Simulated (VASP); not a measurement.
A run of VASP 6.6.1 is set up as follows.

INCAR

```
SYSTEM = CuH5
ALGO = Normal ; EDIFF = 1E-7
ENCUT = 520 ; GGA = PE
ISIF = 2 ; ISMEAR = 0
LASPH = .TRUE. ; LCHARG = .FALSE.
LREAL = .FALSE. ; LWAVE = .FALSE.
NBANDS = 17 ; NELM = 100
PREC = Accurate ; SIGMA = 0.1
```

The input KPOINTS:

```
k-points
0
G
  6 6 6
  0 0 0
```

Contents of POSCAR:

```
CuH5
1.0
    0.0000000000      2.4315799055      2.4315799055
    2.4315799055      0.0000000000      2.4315799055
    2.4315799055      2.4315799055      0.0000000000
Cu H
1 5
Direct
    0.0000000000      0.0000000000      0.0000000000
    0.1963186681      0.6012271106      0.6012271106
    0.6012271106      0.6012271106      0.6012271106
    0.6012271106      0.1963186681      0.6012271106
    0.6012271106      0.6012271106      0.1963186681
    0.2500000000      0.2500000000      0.2500000000
```

Potentials or basis: VASP PAW PBE potentials, release 64 (Cu, H).

Launch:

```console
$ cat potpaw_PBE.64/Cu/POTCAR potpaw_PBE.64/H/POTCAR > POTCAR
$ mpirun -np 1 vasp_std > vasp.out
```

(1) Predict the band gap on the k mesh.

(2) What does it give for the pressure?

## Answers

(1) zero (band 8 reaches 7.04 eV, above the bottom of band 9 at 2.78 eV).

(2) -0.4 GPa.

Caveat: the k points lie up to 0.37 Å⁻¹ apart.
